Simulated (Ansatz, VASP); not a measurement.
C: VASP beside Ansatz

```
C
1.0
     2.49916    0.00000    0.00000
    -1.24958    2.16434    0.00000
     0.00000    0.00000    4.11898
C
4
Direct
  0.33333 0.66667 0.99974
  0.66667 0.33333 0.49974
  0.33333 0.66667 0.37426
  0.66667 0.33333 0.87426
```

Change from the starting cell: strained cell.

Alike in both runs: functional PBEsol; k mesh 9 × 9 × 6; occupations gaussian, width 0.02 eV; no spin polarisation.

Ansatz relaxed the structure, and its values are those at the end. VASP's run is a single point on that final structure, the one shown.

|  | VASP | Ansatz |
| --- | --- | --- |
| version | VASP 6.6.1 | Ansatz 0.2.0 |
| potentials or method | VASP PAW PBE potentials, release 64 (C_h), cutoff 910 eV | scalar-relativistic, plane waves, PAW |
| valence electrons in the cell | 16 | 16 |

VASP gave:

```
gap on the k mesh at the Fermi level (eV) : 3.03
least direct gap on the mesh (eV)         : 4.81
```

Q: Estimate Ansatz's values.

A: gap on the k mesh at the Fermi level (eV): 3.05; least direct gap on the mesh (eV): 4.82.

VASP's potentials were made for PBE, not for PBEsol, and Ansatz warns of the same on its side. With one functional, cell and mesh, what is left measures potentials, basis and numerics. Ansatz's warnings: stress scf threshold loose.

Noted on VASP's run: the cutoff is short for stress, so the pressure is rough.
